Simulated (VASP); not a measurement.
Wanted: the native input for a VASP 6.6.1 run.

```
Task                   : relaxation of cell and atoms
Functional             : PBE
Potentials or basis    : VASP PAW PBE potentials, release 64 (Ga_d, Sb)
Cutoff                 : 600 eV
k mesh                 : 9 × 9 × 14
Occupations            : gaussian, width 0.1 eV
Spin                   : no spin polarisation
Dipole correction      : no
Further INCAR settings : ALGO = Normal; EDIFF = 1e-06; IBRION = 2; EDIFFG = -0.01; NSW = 80; ISIF = 3
```

The structure of GaSb2 lies in POSCAR:

```
GaSb2
1.0
    5.3957990055      0.0000000000      0.0000000000
   -2.6978995027      4.6728990125      0.0000000000
    0.0000000000      0.0000000000      3.1778623183
Ga Sb
1 2
Direct
    0.0000000000      0.0000000000      0.0000000000
    0.6666666667      0.3333333333      0.5000000000
    0.3333333333      0.6666666667      0.5000000000
```

One way to write it, as run:

INCAR

```
ALGO = Normal ; EDIFF = 1E-6
EDIFFG = -0.01 ; ENCUT = 600
GGA = PE ; IBRION = 2
ISIF = 3 ; ISMEAR = 0
LASPH = True ; LCHARG = False
LREAL = False ; LWAVE = False
NELM = 80 ; NSW = 80
PREC = Accurate ; SIGMA = 0.1
```

KPOINTS

```
k-points
0
Gamma
  9 9 14
```

Potentials or basis: VASP PAW PBE potentials, release 64 (Ga_d, Sb).

Launch:

```bash
$ cat potpaw_PBE.64/Ga_d/POTCAR potpaw_PBE.64/Sb/POTCAR > POTCAR
$ mpirun -np 1 vasp_std > vasp.out
```

It gave:

```json
{
 "Relaxed volume": "26.52 Å³/atom",
 "Relaxed cell": "a = 5.403 Å, b = 5.403 Å, c = 3.146 Å, α = 90.00°, β = 90.00°, γ = 120.00°",
 "Space group after relaxing (to 0.05 Å)": "P6/mmm (No. 191)",
 "Energy gained by relaxing": "1.0 meV/atom",
 "Ionic steps": "4",
 "Pressure after relaxing": "0.0 GPa"
}
```

Wall time 3.2 min on 1 thread of Intel(R) Xeon(R) 6975P-C (Granite Rapids), with other jobs on the host, peak memory 0.35 GiB.
